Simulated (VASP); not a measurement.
Wanted: the native input for a VASP 6.6.1 run.

| Quantity | Value |
| --- | --- |
| Task | single point |
| Functional | LDA |
| Potentials or basis | VASP PAW LDA potentials, release 64 (Cd, Te) |
| Cutoff | 500 eV |
| k mesh | 8 × 8 × 8 |
| Occupations | gaussian, width 0.02 eV |
| Spin | no spin polarisation |
| Dipole correction | no |
| Further INCAR settings | ALGO = Normal; EDIFF = 1e-06; NBANDS = 16 |

The structure of CdTe lies in POSCAR:

```
CdTe
1.0
    0.0000000000      3.1626696605      3.1626696605
    3.1626696605      0.0000000000      3.1626696605
    3.1626696605      3.1626696605      0.0000000000
Cd Te
1 1
Direct
    0.0000000000      0.0000000000      0.0000000000
    0.2500000000      0.2500000000      0.2500000000
```

The input as run:

INCAR

```
PREC = Accurate ; ENCUT = 500
EDIFF = 1E-6 ; ISMEAR = 0
SIGMA = 0.02 ; LREAL = False
LASPH = True ; NELM = 120
ALGO = Normal ; ISIF = 2
LWAVE = False ; LCHARG = False
NBANDS = 16 ; GGA_COMPAT = False
```

KPOINTS

```
Automatic mesh
0
Gamma
  8 8 8
```

Potentials or basis: VASP PAW LDA potentials, release 64 (Cd, Te).

Run with:

```sh
$ cat potpaw_LDA.64/Cd/POTCAR potpaw_LDA.64/Te/POTCAR > POTCAR
$ mpirun -np 1 vasp_std > vasp.out
```

Results of the run:

```json
{
  "Pressure": "2.3 GPa",
  "Band gap on the k mesh": "0.78 eV"
}
```

Caveat: spin-orbit coupling is left out, which moves the levels of the heavy elements.

Wall time 47 s on 1 thread of AMD EPYC 7R13, with other jobs on the host, peak memory 0.15 GiB.
